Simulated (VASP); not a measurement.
Ag, 1 atom in the cell. It takes space group Fm-3m (No. 225, cubic). The conventional cell has a = 4.185 Å, b = 4.185 Å, c = 4.185 Å, α = 90.00°, β = 90.00°, γ = 90.00°. Ag (site symmetry m-3m) has 12 Ag at 2.96 Å within 3.9 Å. 

* Program: VASP 6.6.1
* Task: single point
* Functional: PBE
* Potentials or basis: VASP PAW PBE potentials, release 64 (Ag)
* Cutoff: 520 eV
* k mesh: 11 × 11 × 11
* Occupations: fermi-dirac, width 0.1 eV
* Spin: no spin polarisation
* Dipole correction: no
* Further INCAR settings: ALGO = Normal; EDIFF = 1e-07; NBANDS = 12

Potentials or basis: VASP PAW PBE potentials, release 64 (Ag).

Command:

```console
$ cat potpaw_PBE.64/Ag/POTCAR > POTCAR
$ mpirun -np 1 vasp_std > vasp.out
```

Hardware: 1 thread of Intel(R) Xeon(R) 6975P-C (Granite Rapids) (shared host).

Task: How long does it take, and how much memory?

Result: Run time: 6.6 s on 1 thread of Intel(R) Xeon(R) 6975P-C (Granite Rapids), on a shared host, peak memory 0.14 GiB. Counts: scf iterations 12, k points 56.
